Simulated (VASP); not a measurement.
Ta2TiSi3:

```
CELL_PARAMETERS angstrom
5.68118 0.00000 0.00000
-2.84059 4.92005 0.00000
0.00000 0.00000 3.29180
ATOMIC_POSITIONS crystal
Ti 0.00000 0.00000 0.00000
Ta 0.66667 0.33333 0.00000
Ta 0.33333 0.66667 0.00000
Si 0.50000 0.00000 0.50000
Si 0.00000 0.50000 0.50000
Si 0.50000 0.50000 0.50000
```

The cell was built from a structure type or drawn by symmetry, and may not be a known phase.

* Program: VASP 6.6.1
* Task: relaxation of cell and atoms
* Functional: PBE
* Potentials or basis: VASP PAW PBE potentials, release 64 (Ti_sv, Ta_pv, Si)
* Cutoff: 600 eV
* k mesh: 6 × 6 × 6
* Occupations: gaussian, width 0.1 eV
* Spin: no spin polarisation

At the start: pressure 38.3 GPa; volume 15.34 Å³/atom.

Task: Where does the relaxation end?

Result: Over 11 steps the energy falls by 771.6 meV/atom and the volume is 16.63 Å³/atom (+8.4 %); space group P6/mmm (No. 191, to 0.1 Å) before and after.

The path:
```csv
step,energy change (eV),largest force (eV/Å),pressure (GPa),volume (Å³)
1,0.0000,0.0000,38.31,92.01
2,0.7550,0.0000,-23.60,148.45
3,-2.6994,0.0000,-5.68,114.31
4,-2.7089,0.0000,-4.52,113.27
5,-3.4681,0.0000,-4.19,108.96
6,-4.1819,0.0000,10.29,93.55
7,-4.4641,0.0000,-1.30,102.19
8,-4.6098,0.0000,3.06,97.98
9,-4.6214,0.0000,2.05,98.74
10,-4.5947,0.0000,-3.38,101.93
11,-4.6293,0.0000,0.19,99.76
```

Final structure:
```xyz
6
Lattice="5.1778 0.0000 0.0000 -2.5889 4.4841 0.0000 0.0000 0.0000 4.2968" Properties=species:S:1:pos:R:3 pbc="T T T"
Ti    0.0000    0.0000    0.0000
Ta    2.5889    1.4947    0.0000
Ta    0.0000    2.9894    0.0000
Si    2.5889    0.0000    2.1484
Si   -1.2945    2.2421    2.1484
Si    1.2945    2.2421    2.1484
```

Caveat: a cell axis changed by over 15 % at a fixed basis, so the end point is rough.
